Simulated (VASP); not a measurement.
Hf:

```
Hf
1.0
     3.19238    0.00000    0.00000
    -1.59619    2.76469    0.00000
     0.00000    0.00000    5.04504
Hf
2
Direct
  0.33333 0.66667 0.25000
  0.66667 0.33333 0.75000
```

| Property | Result |
| --- | --- |
| Program | VASP 6.6.1 |
| Task | relaxation of cell and atoms |
| Functional | LDA |
| Potentials or basis | VASP PAW LDA potentials, release 64 (Hf_pv) |
| Cutoff | 600 eV |
| k mesh | 12 × 12 × 8 |
| Occupations | gaussian, width 0.1 eV |
| Spin | no spin polarisation |

At the start: pressure -7.1 GPa; volume 22.26 Å³/atom.

Task: Where does the relaxation end?

Result: Over 8 steps the energy falls by 33.2 meV/atom and the volume is 20.84 Å³/atom (-6.4 %); space group P6_3/mmc (No. 194, to 0.05 Å).

Step by step:
```tsv
step	energy change (eV)	largest force (eV/Å)	pressure (GPa)	volume (Å³)
1	0.0000	0.0000	-7.13	44.53
2	0.0411	0.0000	11.24	38.44
3	-0.0663	0.0000	-0.16	41.74
4	-0.0664	0.0000	0.00	41.69
5	-0.0663	0.0000	0.16	41.63
6	-0.0664	0.0000	-0.16	41.74
7	-0.0664	0.0000	-0.10	41.72
8	-0.0665	0.0000	0.01	41.68
```

Final structure:
```
CELL_PARAMETERS angstrom
3.11910 0.00000 0.00000
-1.55955 2.70122 0.00000
0.00000 0.00000 4.94699
ATOMIC_POSITIONS crystal
Hf 0.33333 0.66667 0.25000
Hf 0.66667 0.33333 0.75000
```
